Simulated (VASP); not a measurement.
Here is a VASP 6.6.1 calculation.

Contents of INCAR:

```
SYSTEM = NiO
ALGO = Normal
EDIFF = 1E-6
ENCUT = 600
GGA_COMPAT = .FALSE.
ISIF = 2
ISMEAR = 0
ISPIN = 2
LASPH = .TRUE.
LCHARG = .FALSE.
LMAXMIX = 4
LORBIT = 11
LREAL = .FALSE.
LWAVE = .FALSE.
MAGMOM = 1.91 0.21
NBANDS = 19
NELM = 200
PREC = Accurate
SIGMA = 0.02
```

KPOINTS

```
k-points
0
G
  12 12 12
  0 0 0
```

POSCAR

```
NiO
1.0
    0.0000000000      2.1337376285      2.1337376285
    2.1337376285      0.0000000000      2.1337376285
    2.1337376285      2.1337376285      0.0000000000
Ni O
1 1
Direct
    0.0000000000      0.0000000000      0.0000000000
    0.5000000000      0.5000000000      0.5000000000
```

Potentials or basis: VASP PAW LDA potentials, release 64 (Ni, O).

Launch:

```bash
$ cat potpaw_LDA.64/Ni/POTCAR potpaw_LDA.64/O/POTCAR > POTCAR
$ mpirun -np 1 vasp_std > vasp.out
```

Problem. What does it give for the site moments?

Solution. Ni +0.31; O +0.05 μB.

Problem. Estimate the net moment.

Solution. 0.37 μB per cell.

Caveat: the cell stands under tension.
